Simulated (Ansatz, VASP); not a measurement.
BN: VASP beside Ansatz

POSCAR

```
BN
1.0
    0.0000000000      1.8228737197      1.7971376930
    1.8228737197      0.0000000000      1.7971376930
    1.8228737197      1.8228737197      0.0000000000
B N
1 1
Direct
    0.0000000000      0.0000000000      0.0000000000
    0.2500000000      0.2500000000      0.2500000000
```

Contents of INCAR.step1:

```
SYSTEM = BN
ALGO     = Normal         ! electronic algorithm
EDIFF    = 1E-4           ! SCF threshold, eV
ENCUT    = 520            ! plane-wave cutoff, eV
GGA      = PE             ! functional
ISMEAR   = 0              ! smearing method
LASPH    = .TRUE.         ! aspherical terms in the spheres
LCHARG   = .FALSE.        ! write CHGCAR
LREAL    = .FALSE.        ! projectors in reciprocal space
LWAVE    = .TRUE.         ! write WAVECAR
NBANDS   = 11             ! bands
NELM     = 100            ! most SCF steps
PREC     = Accurate       ! precision mode
SIGMA    = 0.01           ! smearing width, eV
```

INCAR.step2

```
SYSTEM = BN
ALGO     = Normal         ! electronic algorithm
EDIFF    = 1E-7           ! SCF threshold, eV
ENCUT    = 520            ! plane-wave cutoff, eV
ISIF     = 2              ! what is computed and relaxed
ISMEAR   = 0              ! smearing method
ISTART   = 1            
LASPH    = .TRUE.         ! aspherical terms in the spheres
LCHARG   = .FALSE.        ! write CHGCAR
LMIXTAU  = .TRUE.       
LREAL    = .FALSE.        ! projectors in reciprocal space
LWAVE    = .FALSE.        ! write WAVECAR
METAGGA  = R2SCAN         ! meta-GGA
NBANDS   = 11             ! bands
NELM     = 100            ! most SCF steps
PREC     = Accurate       ! precision mode
SIGMA    = 0.01           ! smearing width, eV
```

File KPOINTS:

```
k-points
0
G
  12 12 12
  0 0 0
```

Input for Ansatz:

```yaml
crystal:
  lattice:
    - [0.0, 1.8228737197, 1.797137693]
    - [1.8228737197, 0.0, 1.797137693]
    - [1.8228737197, 1.8228737197, 0.0]
  atoms:
    - { symbol: B, position: [0.0, 0.0, 0.0] }
    - { symbol: "N", position: [0.25, 0.25, 0.25] }
kpoints:
  mp_grid: { grid: [12, 12, 12] }
  band_path:
    path:
      - [0.0, 0.0, 0.0]
      - [-0.5, -0.5, 0.0]
      - [-0.375, -0.375, 0.25]
      - [-0.375, 0.0, 0.375]
      - [0.0, 0.0, 0.5]
      - [-0.5, -0.25, 0.25]
    npoints: 1
hamiltonian:
  xc: r2scan
scf:
  occupations: { method: fixed }
  n_extra_bands: 4
output:
  forces: true
  stress: true
  eigenvalues: true
```

Change from the starting cell: epitaxial_xy strain +1.0%.

Alike in both runs: task single point; functional r2SCAN; k mesh 12 × 12 × 12; no spin polarisation.

|  | VASP | Ansatz |
| --- | --- | --- |
| version | VASP 6.6.1 | Ansatz 0.2.0 |
| potentials or method | VASP PAW PBE potentials, release 64 (B, N) | plane waves, PAW |
| plane-wave cutoff (eV) | 520 | 500 |
| occupations | gaussian, width 0.01 eV | fixed |
| valence electrons in the cell | 8 | 8 |

```csv
,VASP,Ansatz,Ansatz less VASP
gap on the k mesh at the Fermi level (eV),4.71,4.73,+0.021
pressure (GPa),-4.9,-5.9,-1.05
"traceless stress, the component that is largest in VASP (GPa)",5.91,5.93,+0.018
```

VASP's potentials were made for PBE, not for r2SCAN.
